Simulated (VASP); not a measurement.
Input of a VASP 6.6.1 run:

Contents of INCAR:

```
SYSTEM = Ta2C
  PREC = Accurate
  ENCUT = 520
  EDIFF = 1E-6
  ISMEAR = 0
  SIGMA = 0.1
  LREAL = .False.
  LASPH = .True.
  NELM = 60
  ALGO = Normal
  ISIF = 2
  LWAVE = .False.
  LCHARG = .False.
  GGA = PS
  NBANDS = 20
```

KPOINTS

```
Automatic mesh
0
Gamma
  18 18 10
  0 0 0
```

File POSCAR:

```
Ta2C
1.0
    3.1881597174      0.0000000000      0.0000000000
   -1.5940798587      2.7610273066      0.0000000000
    0.0000000000      0.0000000000      4.8393315331
Ta C
2 1
Direct
    0.3333333333      0.6666666667      0.2510079770
    0.6666666667      0.3333333333      0.7489920230
    0.0000000000      0.0000000000      0.0000000000
```

Potentials or basis: VASP PAW PBE potentials, release 64 (Ta_pv, C).

Run with:

```bash
$ cat potpaw_PBE.64/Ta_pv/POTCAR potpaw_PBE.64/C/POTCAR > POTCAR
$ mpirun -np 1 vasp_std > vasp.out
```

Predict the band gap on the k mesh.

zero (bands 13 and 14 overlap by 0.95 eV).

Estimate the largest force.

0.040 eV/Å.

What does it give for the pressure?

-9.8 GPa.

Stress tensor (GPa, compression positive):
```
-14.88   0.00   0.00
  0.00 -14.88   0.00
  0.00   0.00   0.35
```

Caveat: the cell differs from its parent crystal (biaxial strain in the a-b plane: +3.0 %, then relaxed in part); the cell stands under tension; the PAW data sets were made with another functional, which shifts forces and pressure a little; spin-orbit coupling is left out, which moves the levels of the heavy elements.
